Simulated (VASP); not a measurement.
**Cu: single point with PBE**

Crystal: Cu.

```xyz
2
Lattice="1.1891 -3.8697 0.0000 1.1891 3.8697 0.0000 0.0000 0.0000 2.5142" Properties=species:S:1:pos:R:3 pbc="T T T"
Cu    1.1891    2.8323    0.6286
Cu    1.1891   -2.8323    1.8857
```

```json
{"Program": "VASP 6.6.1", "Task": "single point", "Functional": "PBE", "Potentials or basis": "VASP PAW PBE potentials, release 64 (Cu)", "Cutoff": "520 eV", "k mesh": "18 × 18 × 18", "Occupations": "gaussian, width 0.15 eV", "Spin": "no spin polarisation"}
```

```json
{"Pressure": "13.6 GPa", "Largest force": "0.132 eV/Å", "Band gap on the k mesh": "zero (bands 11 and 12 overlap by 5.70 eV)"}
```

Forces on the atoms (eV/Å):
```
Cu   0.000  0.132  0.000
Cu   0.000 -0.132  0.000
```

Stress tensor (GPa, compression positive):
```
17.51  0.00  0.00
 0.00 14.58  0.00
 0.00  0.00  8.71
```

Levels at points of the mesh, in eV from the Fermi level:
```tsv
k point	band 8	band 9	band 10	band 11	band 12	band 13	band 14	band 15
(0.00, 0.00, 0.00)	-2.02	-1.88	-1.72	-1.43	0.16	5.38	13.73	19.13
(0.50, 0.00, 0.00)	-2.53	-2.22	-1.68	-0.35	1.58	2.92	7.51	13.87
(0.50, 0.50, 0.00)	-2.45	-2.42	-1.99	-1.61	-1.51	14.61	16.30	16.61
(0.00, 0.00, 0.50)	-2.72	-1.67	-1.67	-0.23	-0.23	8.34	8.34	9.74
(0.50, 0.00, 0.50)	-1.84	-1.29	-1.29	3.69	3.69	7.63	7.63	9.88
(0.50, 0.50, 0.50)	-1.98	-1.64	-1.64	-1.22	-1.22	3.59	3.59	18.68
```

It took 4.1 min on 1 thread of Intel(R) Xeon(R) 6975P-C (Granite Rapids), on a shared host, peak memory 0.41 GiB.

Caveat: the stress differs along the axes, from 9 to 18 GPa.
